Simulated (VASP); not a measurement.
# TaN (P6_3mc) in VASP: further runs

TaN is run at these levels: PBE+D3(BJ); tasks: single point.

Everything below comes from runs of VASP 6.6.1. Logs are shortened: lines on timing, memory, paths and dates and some standing lists are left out, and cuts for length are marked.

### Step 1. The cell of the first run

It takes space group P6_3mc (No. 186, hexagonal). Conventional cell: a = 3.050 Å, b = 3.050 Å, c = 4.940 Å, α = 90.00°, β = 90.00°, γ = 120.00°. Ta (site symmetry 3m) has 4 N at 1.85 to 1.90 Å within 2.5 Å. Within 2.5 Å of N (site symmetry 3m) lie 4 Ta at 1.85 to 1.90 Å.

### Step 2. Single point, PBE+D3(BJ)

File INCAR:

```
SYSTEM = TaN
  ALGO = Normal
  EDIFF = 1E-6
  ENCUT = 520
  GGA = PE
  ISIF = 2
  ISMEAR = 0
  IVDW = 12
  LASPH = .TRUE.
  LCHARG = .FALSE.
  LREAL = .FALSE.
  LWAVE = .FALSE.
  NBANDS = 24
  NELM = 80
  PREC = Accurate
  SIGMA = 0.1
```

File KPOINTS:

```
k-points
0
G
  6 6 4
  0 0 0
```

File POSCAR:

```
TaN
1.0
    3.0500010905      0.0000000000      0.0000000000
   -1.5250005453      2.6413784260      0.0000000000
    0.0000000000      0.0000000000      4.9400000000
Ta N
2 2
Direct
    0.3333333333      0.6666666667      0.0000000000
    0.6666666667      0.3333333333      0.5000000000
    0.3333333333      0.6666666667      0.3850000000
    0.6666666667      0.3333333333      0.8850000000
```

Potentials or basis: VASP PAW PBE potentials, release 64 (Ta_pv, N).

Launch:

```console
$ cat potpaw_PBE.64/Ta_pv/POTCAR potpaw_PBE.64/N/POTCAR > POTCAR
$ mpirun -np 1 vasp_std > vasp.out
```

OUTCAR:

```text
SYSTEM = TaN
   EDIFF = 1E-6
   ENCUT = 520
   GGA = PE
   ISIF = 2
   ISMEAR = 0
   IVDW = 12
   LASPH = .TRUE.
   LREAL = .FALSE.
   NELM = 80
   PREC = Accurate
 IVDW          = 12

 ion  position               nearest neighbor table
   1  0.333  0.667  0.000-   4 1.85   4 1.85   4 1.85   3 1.90   2 3.03   2 3.03   2 3.03   2 3.03
                             2 3.03   2 3.03
   2  0.667  0.333  0.500-   3 1.85   3 1.85   3 1.85   4 1.90   1 3.03   1 3.03   1 3.03   1 3.03
                             1 3.03   1 3.03
   3  0.333  0.667  0.385-   2 1.85   2 1.85   2 1.85   1 1.90
   4  0.667  0.333  0.885-   1 1.85   1 1.85   1 1.85   2 1.90

  LATTYP: Found a hexagonal cell.
 ALAT       =     3.0500010905
 C/A-ratio  =     1.6196715520

  Lattice vectors:

 A1 = (   3.0500010905,   0.0000000000,   0.0000000000)
 A2 = (  -1.5250005453,   2.6413784260,   0.0000000000)
 A3 = (   0.0000000000,   0.0000000000,   4.9400000000)

Analysis of symmetry for initial positions (statically):
=====================================================================
 Subroutine PRICEL returns:
 Original cell was already a primitive cell.

 Routine SETGRP: Setting up the symmetry group for a
 hexagonal supercell.

 Subroutine GETGRP returns: Found 12 space group operations
 (whereof  6 operations were pure point group operations)
 out of a pool of 24 trial point group operations.

The static configuration has the point symmetry C_3v.
 The point group associated with its full space group is C_6v.

Analysis of symmetry for dynamics (positions and initial velocities):
=====================================================================
 Subroutine PRICEL returns:
 Original cell was already a primitive cell.

 Routine SETGRP: Setting up the symmetry group for a
 hexagonal supercell.

 Subroutine GETGRP returns: Found 12 space group operations
 (whereof  6 operations were pure point group operations)
 out of a pool of 24 trial point group operations.

The dynamic configuration has the point symmetry C_3v.
 The point group associated with its full space group is C_6v.

 Subroutine INISYM returns: Found 12 space group operations
 (whereof  6 operations are pure point group operations),
 and found     1 'primitive' translations

----------------------------------------------------------------------------------------

                                     Primitive cell

  volume of cell :      39.7977

  direct lattice vectors                    reciprocal lattice vectors
     3.050001090  0.000000000  0.000000000     0.327868735  0.189295103  0.000000000
    -1.525000545  2.641378426  0.000000000     0.000000000  0.378590205  0.000000000
     0.000000000  0.000000000  4.940000000     0.000000000  0.000000000  0.202429150

  length of vectors
     3.050001090  3.050001091  4.940000000     0.378590205  0.378590205  0.202429150

  position of ions in fractional coordinates (direct lattice)
     0.333333333  0.666666667  0.000000000
     0.666666667  0.333333333  0.500000000
     0.333333333  0.666666667  0.385000000
     0.666666667  0.333333333  0.885000000

  ion indices of the primitive-cell ions
   primitive index   ion index
                 1           1
                 2           2
                 3           3
                 4           4

----------------------------------------------------------------------------------------

 KPOINTS: k-points

Automatic generation of k-mesh.
 Grid dimensions read from file:
 generate k-points for:    6    6    4

 Generating k-lattice:

  Cartesian coordinates                     Fractional coordinates (reciprocal lattice)
     0.054644789  0.031549184  0.000000000     0.166666667  0.000000000  0.000000000
     0.000000000  0.063098368  0.000000000     0.000000000  0.166666667  0.000000000
     0.000000000  0.000000000  0.050607287     0.000000000  0.000000000  0.250000000

  Length of vectors
     0.063098368  0.063098368  0.050607287

  Shift w.r.t. Gamma in fractional coordinates (k-lattice)
     0.000000000  0.000000000  0.000000000

 Subroutine IBZKPT returns following result:
 ===========================================

 Found     21 irreducible k-points:

 Following reciprocal coordinates:
            Coordinates               Weight
  0.000000  0.000000  0.000000      1.000000
  0.166667  0.000000  0.000000      6.000000
  0.333333  0.000000  0.000000      6.000000
  0.500000 -0.000000  0.000000      3.000000
  0.166667  0.166667  0.000000      6.000000
  0.333333  0.166667  0.000000     12.000000
[... 13 lines left out ...]
  0.333333  0.166667  0.500000     12.000000
  0.333333  0.333333  0.500000      2.000000
   k-points           NKPTS =     21   k-points in BZ     NKDIM =     21   number of bands    NBANDS=     24
   number of dos      NEDOS =    301   number of ions     NIONS =      4
   total plane-waves  NPLWV =  23040
   dimension x,y,z NGX =    24 NGY =   24 NGZ =   40
   dimension x,y,z NGXF=    48 NGYF=   48 NGZF=   80
   ions per type =               2   2
   NGX,Y,Z   is equivalent  to a cutoff of  13.08, 13.08, 13.46 a.u.
   NGXF,Y,Z  is equivalent  to a cutoff of  26.16, 26.16, 26.92 a.u.
 SYSTEM =  TaN
   PREC   = accura    normal or accurate (medium, high low for compatibility)
   ISTART =      0    job   : 0-new  1-cont  2-samecut
   ICHARG =      2    charge: 1-file 2-atom 10-const
   ISPIN  =      1    spin polarized calculation?
   LNONCOLLINEAR =      F non collinear calculations
   LSORBIT =      F    spin-orbit coupling
   LASPH  =      T    aspherical Exc in radial PAW
   ENCUT  =  520.0 eV  38.22 Ry    6.18 a.u.   5.67  5.67  9.19*2*pi/ulx,y,z
   NELM   =     80;   NELMIN=  2; NELMDL= -5     # of ELM steps
   EDIFF  = 0.1E-05   stopping-criterion for ELM
   LREAL  =      F    real-space projection
   EDIFFG = 0.1E-04   stopping-criterion for IOM
   NSW    =      0    number of steps for IOM
   IBRION =     -1    ionic relax: 0-MD 1-quasi-New 2-CG
   NFREE  =      0    steps in history (QN), initial steepest desc. (CG)
   ISIF   =      2    stress and relaxation
   ISYM   =      2    0-nonsym 1-usesym 2-fastsym
   POTIM  = 0.5000    time-step for ionic-motion
   TEBEG  =    0.0;   TEEND  =   0.0 temperature during run
   PSTRESS=    0.0 pullay stress
   NELECT =      32.0000    total number of electrons
   NUPDOWN=      -1.0000    fix difference up-down
   EMIN   =  10.00;   EMAX   =-10.00  energy-range for DOS
   EFERMI =   0.00;   METHOD = LEGACY
   ISMEAR =     0;   SIGMA  =   0.10  broadening in eV -4-tet -1-fermi 0-gaus
   EFERMI_NEDOS =   21; number of points for ismear=-14 and -15
   IALGO  =     38    algorithm
   IMIX   =      4    mixing-type and parameters
     AMIX     =   0.40;   BMIX     =  1.00
     AMIX_MAG =   1.60;   BMIX_MAG =  1.00
  volume/ion in A,a.u.               =       9.95        67.14
  Fermi-wavevector in a.u.,A,eV,Ry     =   1.522319  2.876766 31.530886  2.317455
  Thomas-Fermi vector in A             =   2.630914
   LORBIT       =      0    0 simple, 1 ext, 2 COOP (PROOUT), +10 PAW based schemes
   GGA     = PE    functional components
   LHFCALC =     F    Hartree Fock is set to
   AEXX    =    0.0000 exact exchange contribution
   IVDW    =    12    specifies the selected vdW correction
   LEPSILON=     F    determine dielectric tensor
   LRPA    =     F    only Hartree local field effects (RPA)
 non-spin polarized calculation
 Gauss-broadening in eV      SIGMA  =   0.10
  energy-cutoff  :      520.00
  volume of cell :       39.80
 maximum number of plane-waves:      1088
 NGX is ok and might be reduce to    24
   NGX = 11   NGY = 11   NGZ = 19

 number of electron      32.0000000 magnetization

 Free energy of the ion-electron system (eV)
  ---------------------------------------------------
  ext. energy  EPLUGINS =         0.00000000
  ---------------------------------------------------
  free energy    TOTEN  =       -37.62315940 eV

  energy without entropy =      -37.61550513  energy(sigma->0) =      -37.61933227

 E-fermi :   9.6926     XC(G=0): -13.5452

 val. band max:        9.6336775944   @ k =   0.1667   0.1667   0.5000
 cond. band min:       9.9797225165   @ k =   0.3333   0.0000   0.2500
 fundamental gap:      0.3460449220
 Fermi energy:         9.6926284390

 k-point     1 :       0.0000    0.0000    0.0000
  band No.  band energies     occupation
      1     -26.3466      2.00000
      2     -25.2312      2.00000
      3     -25.2312      2.00000
      4     -25.0401      2.00000
      5     -25.0401      2.00000
      6     -24.9927      2.00000
[... 16 lines left out ...]
     23      16.4682      0.00000
     24      16.4682      0.00000

 k-point     2 :       0.1667    0.0000    0.0000
  band No.  band energies     occupation
      1     -26.2531      2.00000
      2     -25.4945      2.00000
      3     -25.3390      2.00000
      4     -25.3077      2.00000
      5     -25.0850      2.00000
      6     -25.0393      2.00000
[... 16 lines left out ...]
     23      16.4560      0.00000
     24      17.8703      0.00000

 k-point     3 :       0.3333    0.0000    0.0000
  band No.  band energies     occupation
      1     -26.1577      2.00000
      2     -25.9158      2.00000
      3     -25.8160      2.00000
      4     -25.4521      2.00000
      5     -25.1788      2.00000
      6     -25.1780      2.00000
[... 16 lines left out ...]
     23      16.7064      0.00000
     24      18.0290      0.00000
[... 433 lines left out ...]
 k-point    20 :       0.3333    0.1667    0.5000
  band No.  band energies     occupation
      1     -26.2914      2.00000
      2     -26.2914      2.00000
      3     -25.5430      2.00000
      4     -25.5430      2.00000
      5     -25.2896      2.00000
      6     -25.2896      2.00000
[... 16 lines left out ...]
     23      17.1360      0.00000
     24      17.1360      0.00000

 k-point    21 :       0.3333    0.3333    0.5000
  band No.  band energies     occupation
      1     -26.2639      2.00000
      2     -26.2639      2.00000
      3     -25.7379      2.00000
      4     -25.7379      2.00000
      5     -25.2685      2.00000
      6     -25.2685      2.00000
[... 16 lines left out ...]
     23      17.4028      0.00000
     24      17.4028      0.00000

------------------------ aborting loop because EDIFF is reached ----------------------------------------

 Edisp (eV)   -2.03646

 E8    (eV) :    -0.9451

  FORCE on cell =-STRESS in cart. coord.  units (eV):
  Direction    XX          YY          ZZ          XY          YZ          ZX
  --------------------------------------------------------------------------------------
  -------------------------------------------------------------------------------------
  Total      35.08279    35.08279    28.51556    -0.00000     0.00000     0.00000
  in kB    1412.36574  1412.36574  1147.98165    -0.00000     0.00000     0.00000
  external pressure =     1324.24 kB  Pullay stress =        0.00 kB

 VOLUME and BASIS-vectors are now :
 -----------------------------------------------------------------------------
  energy-cutoff  :      520.00
  volume of cell :       39.80
      direct lattice vectors                 reciprocal lattice vectors
     3.050001090  0.000000000  0.000000000     0.327868735  0.189295103  0.000000000
    -1.525000545  2.641378426  0.000000000     0.000000000  0.378590205  0.000000000
     0.000000000  0.000000000  4.940000000     0.000000000  0.000000000  0.202429150

 POSITION                                       TOTAL-FORCE (eV/Angst)
 -----------------------------------------------------------------------------------
     -0.00000      1.76092      0.00000        -0.000000      0.000000      2.276794
      1.52500      0.88046      2.47000         0.000000     -0.000000      2.276794
     -0.00000      1.76092      1.90190        -0.000000      0.000000     -2.276794
      1.52500      0.88046      4.37190         0.000000     -0.000000     -2.276794
 -----------------------------------------------------------------------------------
    total drift:                               -0.000000      0.000000      0.000818

  FREE ENERGIE OF THE ION-ELECTRON SYSTEM (eV)
  ---------------------------------------------------
  free  energy   TOTEN  =       -39.6596223192 eV

  energy  without entropy=      -39.6519680455  energy(sigma->0) =      -39.65579518
```

Run time: 24 s. Hardware: 1 thread of AMD EPYC 7R43 (Zen 3), shared host; peak memory 0.14 GiB.

What came out:

* Free energy: -39.6596 eV
* Pressure: 132.4 GPa
* Largest force: 2.277 eV/Å
* Band gap on the k mesh: zero (band 16 reaches 10.99 eV, above the bottom of band 17 at 8.13 eV)
* Dispersion energy per atom: -0.509 eV

Forces in eV/Å, atoms in the order of the input:
```
Ta   0.000  0.000  2.277
Ta   0.000  0.000  2.277
N    0.000  0.000 -2.277
N    0.000  0.000 -2.277
```

Stress tensor (GPa, compression positive):
```
141.24   0.00   0.00
  0.00 141.24   0.00
  0.00   0.00 114.80
```

Caveat: the k points lie up to 0.40 Å⁻¹ apart; spin-orbit coupling is left out, which moves the levels of the heavy elements; pairwise dispersion overbinds metals, which lowers pressure and volume; forces of over 1 eV/Å act on the atoms, so gaps and moduli don't describe the material at rest.

### Step 3. Single point, PBE+D3(BJ)

This run uses another cell than the first one, of 12.85 Å³/atom, 1.292 times its volume.

File INCAR:

```
ALGO = Normal ; EDIFF = 1E-7
ENCUT = 520 ; GGA = PE
ISIF = 2 ; ISMEAR = 0
IVDW = 12 ; LASPH = T
LCHARG = F ; LREAL = F
LWAVE = F ; NBANDS = 24
NELM = 60 ; PREC = Accurate
SIGMA = 0.1
```

File KPOINTS:

```
k-points
0
Gamma
  6 6 4
```

File POSCAR:

```
TaN
1.0
    3.1217800116      0.0000000000      0.0000000000
   -1.5608900058      2.7035407951      0.0000000000
    0.0000000000      0.0000000000      6.0916138908
Ta N
2 2
Direct
    0.3333333333      0.6666666667      0.0310700767
    0.6666666667      0.3333333333      0.5310700767
    0.3333333333      0.6666666667      0.3539299233
    0.6666666667      0.3333333333      0.8539299233
```

Potentials or basis: VASP PAW PBE potentials, release 64 (Ta_pv, N).

Launch:

```console
$ cat potpaw_PBE.64/Ta_pv/POTCAR potpaw_PBE.64/N/POTCAR > POTCAR
$ mpirun -np 1 vasp_std > vasp.out
```

It took 30 s on 1 thread of AMD EPYC 7R43 (Zen 3), shared host; peak memory 0.16 GiB.

Results (log left out):

* Free energy: -44.9258 eV
* Pressure: 0.7 GPa
* Largest force: 0.021 eV/Å
* Band gap on the k mesh: zero (band 16 reaches 6.79 eV, above the bottom of band 17 at 6.72 eV)
* Dispersion energy per atom: -0.391 eV

Forces in eV/Å, atoms in the order of the input:
```
Ta   0.000  0.000 -0.021
Ta   0.000  0.000 -0.021
N    0.000  0.000  0.021
N    0.000  0.000  0.021
```

Stress tensor (GPa, compression positive):
```
0.52 0.00 0.00
0.00 0.52 0.00
0.00 0.00 1.12
```

Levels at points of the mesh, in eV from the Fermi level:
```
           k point  band 13  band 14  band 15  band 16  band 17  band 18  band 19  band 20
(0.00, 0.00, 0.00)    -4.56    -4.56    -0.90    -0.81     0.10     0.10     2.18     2.18
(0.50, 0.00, 0.00)    -4.85    -3.75    -2.44    -0.56     1.12     2.15     2.64     3.47
(0.00, 0.00, 0.50)    -5.05    -5.05     0.09     0.09     0.93     0.93     0.93     0.93
(0.50, 0.00, 0.50)    -4.86    -4.86    -1.04    -1.04     1.45     1.45     3.35     3.35
```

Caveat: the k points lie up to 0.39 Å⁻¹ apart; spin-orbit coupling is left out, which moves the levels of the heavy elements; pairwise dispersion overbinds metals, which lowers pressure and volume.
